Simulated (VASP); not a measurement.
Mg5ZrN2, 8 atoms in the cell. The structure is hexagonal, space group P-6m2 (No. 187). Conventional cell: a = 3.200 Å, b = 3.200 Å, c = 13.200 Å, α = 90.00°, β = 90.00°, γ = 120.00°. Mg (site symmetry 3m) has 3 N at 2.16 Å and 3 Mg at 2.81 Å within 2.9 Å. Mg (site symmetry 3m) has 12 Mg at 2.81 to 3.20 Å within 3.7 Å. Within 3.7 Å of Mg (site symmetry -6m2) lie 12 Mg at 2.81 to 3.20 Å. Zr (site symmetry -6m2) has 6 N at 2.23 Å within 3.0 Å. N (site symmetry 3m) has 3 Mg at 2.16 Å and 3 Zr at 2.23 Å and 1 N at 2.51 Å within 2.9 Å. 

```yaml
Program: VASP 6.6.1
Task: relaxation of cell and atoms
Functional: PBE
Potentials_or_basis: VASP PAW PBE potentials, release 64 (Mg, Zr_sv, N)
Cutoff: 600 eV
k_mesh: 6 × 6 × 2
Occupations: gaussian, width 0.2 eV
Spin: no spin polarisation
Dipole_correction: no
Further_INCAR_settings: ALGO = Normal; EDIFF = 1e-07; IBRION = 2; EDIFFG = -0.08; NSW = 36; ISIF = 3
```

Potentials or basis: VASP PAW PBE potentials, release 64 (Mg, Zr_sv, N).

Launch:

```console
$ cat potpaw_PBE.64/Mg/POTCAR potpaw_PBE.64/Zr_sv/POTCAR potpaw_PBE.64/N/POTCAR > POTCAR
$ mpirun -np 1 vasp_std > vasp.out
```

Hardware: 1 thread of Intel(R) Xeon(R) 6975P-C (Granite Rapids), on a shared host.

Problem. How long does it take, and how much memory?

Solution. It took 5.6 min on 1 thread of Intel(R) Xeon(R) 6975P-C (Granite Rapids), on a shared host, peak memory 0.31 GiB. Counts: scf iterations 169, k points 14, ion steps 14.
